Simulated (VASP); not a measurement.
Set up this calculation in VASP 6.6.1, as the native input.

```
Task                   : single point
Functional             : r2SCAN
Potentials or basis    : VASP PAW PBE potentials, release 64 (Cd)
Cutoff                 : 520 eV
k mesh                 : 10 × 10 × 5
Occupations            : fermi-dirac, width 0.05 eV
Spin                   : no spin polarisation
Dipole correction      : no
Further INCAR settings : ALGO = Normal; EDIFF = 1e-07; NBANDS = 19
```

Crystal: Cd.

```xyz
2
Lattice="2.9181 0.0000 0.0000 -1.4590 2.5271 0.0000 0.0000 0.0000 5.5030" Properties=species:S:1:pos:R:3 pbc="T T T"
Cd    1.4590    0.8424    4.1272
Cd    0.0000    1.6847    1.3757
```

The input as run:

POSCAR

```
Cd
1.0
    2.9180596717      0.0000000000      0.0000000000
   -1.4590298358      2.5271138055      0.0000000000
    0.0000000000      0.0000000000      5.5029719036
Cd
2
Direct
    0.6666666667      0.3333333333      0.7500000000
    0.3333333333      0.6666666667      0.2500000000
```

INCAR.step1

```
PREC     = Accurate       # precision mode
ENCUT    = 520            # plane-wave cutoff, eV
ISMEAR   = -1             # smearing method
SIGMA    = 0.05           # smearing width, eV
LREAL    = False          # projectors in reciprocal space
LASPH    = True           # aspherical terms in the spheres
NELM     = 100            # most SCF steps
NBANDS   = 19             # bands
GGA      = PE             # functional
ALGO     = Normal         # electronic algorithm
EDIFF    = 1E-4           # SCF threshold, eV
LWAVE    = True           # write WAVECAR
LCHARG   = False          # write CHGCAR
```

INCAR.step2

```
PREC     = Accurate       # precision mode
ENCUT    = 520            # plane-wave cutoff, eV
EDIFF    = 1E-7           # SCF threshold, eV
ISMEAR   = -1             # smearing method
SIGMA    = 0.05           # smearing width, eV
LREAL    = False          # projectors in reciprocal space
LASPH    = True           # aspherical terms in the spheres
NELM     = 100            # most SCF steps
ALGO     = Normal         # electronic algorithm
ISIF     = 2              # what is computed and relaxed
LWAVE    = False          # write WAVECAR
LCHARG   = False          # write CHGCAR
METAGGA  = R2SCAN         # meta-GGA
LMIXTAU  = True         
NBANDS   = 19             # bands
ISTART   = 1
```

KPOINTS

```
regular mesh
0
Gamma
  10 10 5
```

Potentials or basis: VASP PAW PBE potentials, release 64 (Cd).

Command:

```bash
$ cat potpaw_PBE.64/Cd/POTCAR > POTCAR
$ cp INCAR.step1 INCAR
$ mpirun -np 1 vasp_std > vasp.out
$ cp INCAR.step2 INCAR
$ mpirun -np 1 vasp_std > vasp.out
```

Results of the run:

```
Pressure               : 5.5 GPa
Band gap on the k mesh : zero (band 12 reaches 4.55 eV, above the bottom of band 13 at 0.28 eV)
```

Caveat: the PAW data sets were made with another functional, which shifts forces and pressure a little.

It took 67 s on 1 thread of Intel(R) Xeon(R) Platinum 8559C (Emerald Rapids) (shared host), peak memory 0.17 GiB.
